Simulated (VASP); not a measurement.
A run of VASP 6.6.1:

File INCAR:

```
SYSTEM = Si3As2
  ALGO = Normal
  EDIFF = 1E-7
  EDIFFG = -0.08
  ENCUT = 500
  GGA = PE
  GGA_COMPAT = .FALSE.
  IBRION = 2
  ISIF = 3
  ISMEAR = 0
  LASPH = .TRUE.
  LCHARG = .FALSE.
  LREAL = .FALSE.
  LWAVE = .FALSE.
  NELM = 120
  NELMIN = 4
  NSW = 36
  PREC = Accurate
  SIGMA = 0.2
```

KPOINTS

```
k-points
0
G
  4 4 3
  0 0 0
```

Contents of POSCAR:

```
Si3As2
1.0
    4.7263116700      0.0000000000      0.0000000000
   -2.3631558400      4.0931059700      0.0000000000
    0.0000000000      0.0000000000      5.4842156100
Si As
3 2
Direct
    0.5000000000      0.0000000000      0.5000000000
    0.0000000000      0.5000000000      0.5000000000
    0.5000000000      0.5000000000      0.5000000000
    0.0000000000      0.0000000000      0.7203850800
    0.0000000000      0.0000000000      0.2796149200
```

Potentials or basis: VASP PAW PBE potentials, release 64 (Si, As).

Command:

```sh
$ cat potpaw_PBE.64/Si/POTCAR potpaw_PBE.64/As/POTCAR > POTCAR
$ mpirun -np 1 vasp_std > vasp.out
```

Hardware: 1 thread of Intel Xeon 8259CL, with other jobs on the host.

Question: Estimate the wall time of this run.

Answer: Wall time 3.9 min on 1 thread of Intel Xeon 8259CL (shared host), peak memory 0.22 GiB. Counts: scf iterations 102, k points 8, ion steps 10.
